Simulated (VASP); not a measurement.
Write the native input for VASP 6.6.1 that does the following.

* Task: relaxation of cell and atoms
* Functional: PBE
* Potentials or basis: VASP PAW PBE potentials, release 64 (As)
* Cutoff: 600 eV
* k mesh: 24 × 24 × 10
* Occupations: gaussian, width 0.1 eV
* Spin: no spin polarisation
* Dipole correction: no
* Further INCAR settings: ALGO = Normal; EDIFF = 1e-06; IBRION = 2; EDIFFG = -0.01; NSW = 100; ISIF = 3

The structure of As lies in POSCAR:

```
As
1.0
    2.9096867412      0.0000000000      0.0000000000
   -1.4548433706      2.5198626350      0.0000000000
    0.0000000000      0.0000000000      5.4002892603
As
2
Direct
    0.0000000000      0.0000000000      0.7462325040
    0.0000000000      0.0000000000      0.2537674960
```

The cell was built from a structure type or drawn by symmetry, and may not be a known phase.

These files were run (other wordings do the same):

INCAR

```
PREC = Accurate
ENCUT = 600
EDIFF = 1E-6
ISMEAR = 0
SIGMA = 0.1
LREAL = F
LASPH = T
NELM = 60
ALGO = Normal
ISIF = 3
LWAVE = F
LCHARG = F
GGA = PE
IBRION = 2
NSW = 100
EDIFFG = -0.01
```

KPOINTS

```
regular mesh
0
Gamma
  24 24 10
```

Potentials or basis: VASP PAW PBE potentials, release 64 (As).

Launch:

```sh
$ cat potpaw_PBE.64/As/POTCAR > POTCAR
$ mpirun -np 1 vasp_std > vasp.out
```

It gave:

The relaxed volume is 20.13 Å³/atom, the relaxed cell is a = 2.907 Å, b = 2.907 Å, c = 5.501 Å, α = 90.00°, β = 90.00°, γ = 120.00° and the space group after relaxing (to 0.1 Å) is P6/mmm (No. 191). The energy gained by relaxing is 4.3 meV/atom and the ionic steps are 6. The pressure after relaxing is 0.0 GPa and the band gap on the k mesh is zero (bands 5 and 6 overlap by 9.34 eV).

Run time: 6.5 min on 1 thread of Intel Xeon 8259CL, with other jobs on the host, peak memory 0.3 GiB.
